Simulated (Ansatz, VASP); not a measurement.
Two plane-wave programs on RbCaH3

```
Rb Ca H
1.0
     4.31965    0.00000    0.00000
     0.00000    4.31965    0.00000
     0.00000    0.00000    4.54700
Rb Ca H
1 1 3
Direct
  0.00000 0.00000 0.00000
  0.50000 0.50000 0.50000
  0.00000 0.50000 0.50000
  0.50000 0.00000 0.50000
  0.50000 0.50000 0.00000
```

Change from the starting cell: strain -0.0500 x Voigt [1, 1, 0, 0, 0, 0], atoms carried along.

Alike in both runs: task single point; functional LDA; k mesh 6 × 6 × 6; occupations gaussian, width 0.05 eV; no spin polarisation.

|  | VASP | Ansatz |
| --- | --- | --- |
| version | VASP 6.6.1 | Ansatz 0.2.0 |
| potentials or method | VASP PAW LDA potentials, release 64 (Rb_sv, Ca_sv, H), cutoff 520 eV | scalar-relativistic, plane waves, PAW |
| valence electrons in the cell | 22 | 22 |

```tsv
	VASP	Ansatz	Ansatz less VASP
gap on the k mesh at the Fermi level (eV)	2.76	2.78	+0.013
least direct gap on the mesh (eV)	2.76	2.78	+0.013
pressure (GPa)	0.2	0.2	-0.05
traceless stress, the component that is largest in VASP (GPa)	-1.77	-1.75	+0.020
```

LDA's correlation is that of Perdew and Zunger in VASP and of Perdew and Wang (1992) in Ansatz.
